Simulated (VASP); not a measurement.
# AlRu (P4/mmm) in VASP: notebook, part 2 of 2

VASP 6.6.1. The steps go on from the part before.

## 3. Single point, PBE (atoms displaced along a vibrational mode)

Input file INCAR:

```
SYSTEM = AlRu
  PREC = Accurate
  ENCUT = 520
  EDIFF = 1E-6
  ISMEAR = 0
  SIGMA = 0.15
  LREAL = .False.
  LASPH = .True.
  NELM = 100
  ALGO = Fast
  ISIF = 2
  LWAVE = .False.
  LCHARG = .False.
  GGA = PE
  NBANDS = 25
```

Input file KPOINTS:

```
Automatic mesh
0
Gamma
  14 14 8
  0 0 0
```

Input file POSCAR:

```
AlRu
1.0
    3.0038895946      0.0000000000      0.0000000000
    0.0000000000      3.0038895946      0.0000000000
    0.0000000000      0.0000000000      6.0077791893
Al Ru
2 2
Direct
    0.0000000000      0.0000000000     -0.0024967629
    0.0000000000      0.0000000000      0.5024967629
    0.5000000000      0.5000000000      0.2500000000
    0.5000000000      0.5000000000      0.7500000000
```

Potentials or basis: VASP PAW PBE potentials, release 64 (Al, Ru_pv).

Command:

```
> cat potpaw_PBE.64/Al/POTCAR potpaw_PBE.64/Ru_pv/POTCAR > POTCAR
> mpirun -np 1 vasp_std > vasp.out
```

OUTCAR:

```text
SYSTEM = AlRu
   PREC = Accurate
   ENCUT = 520
   EDIFF = 1E-6
   ISMEAR = 0
   LREAL = .False.
   LASPH = .True.
   NELM = 100
   ISIF = 2
   GGA = PE

 ion  position               nearest neighbor table
   1  0.000  0.000  0.998-   4 2.59   4 2.59   4 2.59   4 2.59   3 2.61   3 2.61   3 2.61   3 2.61
                             2 2.97   2 3.03
   2  0.000  0.000  0.502-   4 2.59   4 2.59   4 2.59   4 2.59   3 2.61   3 2.61   3 2.61   3 2.61
                             1 2.97   1 3.03
   3  0.500  0.500  0.250-   1 2.61   2 2.61   1 2.61   2 2.61   1 2.61   2 2.61   1 2.61   2 2.61
                             4 3.00   4 3.00
   4  0.500  0.500  0.750-   1 2.59   2 2.59   1 2.59   2 2.59   1 2.59   2 2.59   1 2.59   2 2.59
                             3 3.00   3 3.00

  LATTYP: Found a simple tetragonal cell.
 ALAT       =     3.0038895946
 C/A-ratio  =     2.0000000000

  Lattice vectors:

 A1 = (   3.0038895946,   0.0000000000,   0.0000000000)
 A2 = (   0.0000000000,   3.0038895946,   0.0000000000)
 A3 = (   0.0000000000,   0.0000000000,   6.0077791893)

Analysis of symmetry for initial positions (statically):
=====================================================================
 Subroutine PRICEL returns:
 Original cell was already a primitive cell.
[... 181 lines left out ...]
 cond. band min:      10.5540309298   @ k =   0.3571   0.1429   0.0000
 fundamental gap:      0.0056778224
 Fermi energy:        10.5513366893

 k-point     1 :       0.0000    0.0000    0.0000
  band No.  band energies     occupation
      1     -31.4202      2.00000
      2     -31.2208      2.00000
      3     -31.2158      2.00000
      4     -31.2158      2.00000
      5     -31.1983      2.00000
      6     -31.1983      2.00000
[... 661 lines left out ...]
     24      19.1118      0.00000
     25      19.4041      0.00000

 [... further k-points ...]

------------------------ aborting loop because EDIFF is reached ----------------------------------------

  FORCE on cell =-STRESS in cart. coord.  units (eV):
  Direction    XX          YY          ZZ          XY          YZ          ZX
  --------------------------------------------------------------------------------------
  -------------------------------------------------------------------------------------
  Total        0.0409075      0.0409075     -0.0258007      0.0000000      0.0000000      0.0000000
  in kB        1.2090158      1.2090158     -0.7625358      0.0000000      0.0000000      0.0000000
  external PRESSURE =       0.5518320 kB  Pullay stress =       0.0000000 kB

 VOLUME and BASIS-vectors are now :
 -----------------------------------------------------------------------------
  energy-cutoff  :      520.00
  volume of cell :       54.21
      direct lattice vectors                 reciprocal lattice vectors
     3.003889595  0.000000000  0.000000000     0.332901716  0.000000000  0.000000000
     0.000000000  3.003889595  0.000000000     0.000000000  0.332901716  0.000000000
     0.000000000  0.000000000  6.007779189     0.000000000  0.000000000  0.166450858

 POSITION                                       TOTAL-FORCE (eV/Angst)
 -----------------------------------------------------------------------------------
      0.00000      0.00000      5.99278         0.000000     -0.000000      0.161398
      0.00000      0.00000      3.01889         0.000000     -0.000000     -0.161398
      1.50194      1.50194      1.50194        -0.000000     -0.000000     -0.000000
      1.50194      1.50194      4.50583         0.000000      0.000000     -0.000000
 -----------------------------------------------------------------------------------
    total drift:                                0.000000     -0.000000     -0.000000

  FREE ENERGIE OF THE ION-ELECTRON SYSTEM (eV)
  ---------------------------------------------------
  free  energy   TOTEN  =       -28.5280025850 eV

  energy  without entropy=      -28.4868613305  energy(sigma->0) =      -28.50743196
```

OSZICAR:

```text
N       E                     dE             d eps       ncg     rms          rms(c)
DAV:   1     0.296905909910E+03    0.29691E+03   -0.19019E+04  9408   0.133E+03
DAV:   2    -0.220692865316E+02   -0.31898E+03   -0.30761E+03  9656   0.392E+02
DAV:   3    -0.297860474310E+02   -0.77168E+01   -0.75206E+01 11002   0.627E+01
DAV:   4    -0.298692171158E+02   -0.83170E-01   -0.83067E-01 10427   0.634E+00
DAV:   5    -0.298711652074E+02   -0.19481E-02   -0.19480E-02 11337   0.964E-01    0.168E+01
RMM:   6    -0.287012681862E+02    0.11699E+01   -0.61552E+00  9046   0.162E+01    0.337E+00
RMM:   7    -0.286811006071E+02    0.20168E-01   -0.55360E-01  9218   0.493E+00    0.389E+00
RMM:   8    -0.285599616076E+02    0.12114E+00   -0.10607E-01  9421   0.215E+00    0.240E+00
RMM:   9    -0.285283347400E+02    0.31627E-01   -0.27968E-02  9503   0.104E+00    0.275E-01
RMM:  10    -0.285280209872E+02    0.31375E-03   -0.34188E-03 10207   0.356E-01    0.161E-01
RMM:  11    -0.285280211990E+02   -0.21180E-06   -0.74906E-04 10093   0.208E-01    0.565E-02
RMM:  12    -0.285279983880E+02    0.22811E-04   -0.21039E-04 10452   0.104E-01    0.235E-02
RMM:  13    -0.285280027343E+02   -0.43463E-05   -0.53572E-05 11362   0.446E-02    0.326E-02
RMM:  14    -0.285280025850E+02    0.14930E-06   -0.86785E-06 10006   0.158E-02
   1 F= -.28528003E+02 E0= -.28507432E+02  d E =-.411413E-01
```

It took 83 s on 1 thread of AMD EPYC 9R45 (Zen 5), shared host; peak memory 0.29 GiB.

Results:

```yaml
Free_energy: -28.5280 eV
Pressure: 0.1 GPa
Largest_force: 0.161 eV/Å
Band_gap_on_the_k_mesh: zero (bands 17 and 18 overlap by 2.94 eV)
```

Forces on the atoms (eV/Å):
```
Al   0.000  0.000  0.161
Al   0.000  0.000 -0.161
Ru   0.000  0.000  0.000
Ru   0.000  0.000  0.000
```

Caveat: the cell differs from its parent crystal (atoms displaced along a vibrational mode).

## 4. Single point, PBE (atoms displaced along a vibrational mode)

Input file INCAR:

```
PREC = Accurate
ENCUT = 520
EDIFF = 1E-7
ISMEAR = 0
SIGMA = 0.15
LREAL = False
LASPH = True
NELM = 80
ALGO = Fast
ISIF = 2
LWAVE = False
LCHARG = True
GGA = PE
LELF = True
LVHAR = True
NBANDS = 25
```

Input file KPOINTS:

```
regular mesh
0
Gamma
  14 14 8
```

POSCAR, as its differences from that of step 3:

```diff
@@ -8,4 +8,4 @@
 Direct
-    0.0000000000      0.0000000000     -0.0024967629
-    0.0000000000      0.0000000000      0.5024967629
+    0.0000000000      0.0000000000     -0.0099870515
+    0.0000000000      0.0000000000      0.5099870515
     0.5000000000      0.5000000000      0.2500000000
```

Command:

```
> cat potpaw_PBE.64/Al/POTCAR potpaw_PBE.64/Ru_pv/POTCAR > POTCAR
> mpirun -np 1 vasp_std > vasp.out
```

Run time: 1.8 min. Hardware: 1 thread of AMD EPYC 9R45 (Zen 5), shared host; peak memory 0.29 GiB.

Results (log left out):

```yaml
Free_energy: -28.4916 eV
Pressure: 0.4 GPa
Largest_force: 0.649 eV/Å
Band_gap_on_the_k_mesh: zero (bands 17 and 18 overlap by 2.69 eV)
```

Forces on the atoms (eV/Å):
```
Al   0.000  0.000  0.649
Al   0.000  0.000 -0.649
Ru   0.000  0.000  0.000
Ru   0.000  0.000  0.000
```

Levels at points of the mesh, in eV from the Fermi level:
```csv
k point,band 13,band 14,band 15,band 16,band 17,band 18,band 19,band 20,band 21,band 22
"(0.00, 0.00, 0.00)",-1.59,-1.59,0.12,0.17,0.17,0.44,2.24,5.99,5.99,6.02
"(0.50, 0.00, 0.00)",-1.59,-1.36,-1.36,-1.16,-1.11,0.41,1.49,2.23,5.23,6.09
"(0.50, 0.50, 0.00)",-1.38,-1.15,-1.15,1.48,1.58,1.60,2.48,4.10,4.10,4.10
"(0.00, 0.00, 0.50)",-0.92,-0.92,-0.77,-0.77,0.18,0.38,3.01,3.09,7.69,7.69
"(0.50, 0.00, 0.50)",-1.75,-1.55,-1.45,-1.22,-0.54,-0.38,2.04,2.12,6.95,7.35
"(0.50, 0.50, 0.50)",-1.37,-1.32,1.50,1.58,1.65,1.65,2.07,2.07,4.36,4.49
```

Caveat: the cell differs from its parent crystal (atoms displaced along a vibrational mode).

## 5. Overview

```csv
cell,further INCAR settings,gap on the mesh (eV),pressure (GPa),largest force (eV/Å)
"as given, atomic positions A",ALGO = Fast; EDIFF = 1e-06; NBANDS = 25,none,0.2,0.48
"as given, atomic positions B",ALGO = Fast; EDIFF = 1e-06; NBANDS = 25,none,0.1,0.16
"as given, atomic positions C",ALGO = Fast; EDIFF = 1e-07; NBANDS = 25,none,0.4,0.65
```

Alike in all rows: task single point; level PBE; potentials or basis VASP PAW PBE potentials, release 64 (Al, Ru_pv); no spin polarisation; k mesh 14 × 14 × 8; cutoff (eV) 520; smearing gaussian 0.15 eV.

Absolute energies hang on the potentials; compare differences alone.
